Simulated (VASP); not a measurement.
Wanted: the native input for a VASP 6.6.1 run.

```
Task                   : single point
Functional             : PBEsol
Potentials or basis    : VASP PAW PBE potentials, release 64 (Y_sv, N)
Cutoff                 : 600 eV
k mesh                 : 10 × 10 × 10
Occupations            : gaussian, width 0.01 eV
Spin                   : no spin polarisation
Dipole correction      : no
Further INCAR settings : ALGO = Normal; EDIFF = 1e-06; NBANDS = 15
```

The structure of YN (x) lies in POSCAR:

```
YN
1.0
    0.0000000000      2.4450000000      2.4450000000
    2.4450000000      0.0000000000      2.4450000000
    2.4450000000      2.4450000000      0.0000000000
Y N
1 1
Direct
    0.0000000000      0.0000000000      0.0000000000
    0.5000000000      0.5000000000      0.5000000000
```

These files were run (other wordings do the same):

INCAR

```
SYSTEM = YN
  PREC = Accurate
  ENCUT = 600
  EDIFF = 1E-6
  ISMEAR = 0
  SIGMA = 0.01
  LREAL = .False.
  LASPH = .True.
  NELM = 120
  ALGO = Normal
  ISIF = 2
  LWAVE = .False.
  LCHARG = .True.
  GGA = PS
  LELF = .True.
  LVHAR = .True.
  NBANDS = 15
  GGA_COMPAT = .False.
```

KPOINTS

```
regular mesh
0
Gamma
  10 10 10
  0 0 0
```

Potentials or basis: VASP PAW PBE potentials, release 64 (Y_sv, N).

Run with:

```bash
$ cat potpaw_PBE.64/Y_sv/POTCAR potpaw_PBE.64/N/POTCAR > POTCAR
$ mpirun -np 1 vasp_std > vasp.out
```

It gave:

| Quantity | Value |
| --- | --- |
| Pressure | -3.6 GPa |
| Band gap on the k mesh | 0.11 eV, indirect (least direct gap 0.50 eV) |

Caveat: the PAW data sets were made with another functional, which shifts forces and pressure a little.

Wall time 15 s on 1 thread of Intel(R) Xeon(R) Platinum 8559C (Emerald Rapids), on a shared host, peak memory 0.18 GiB.
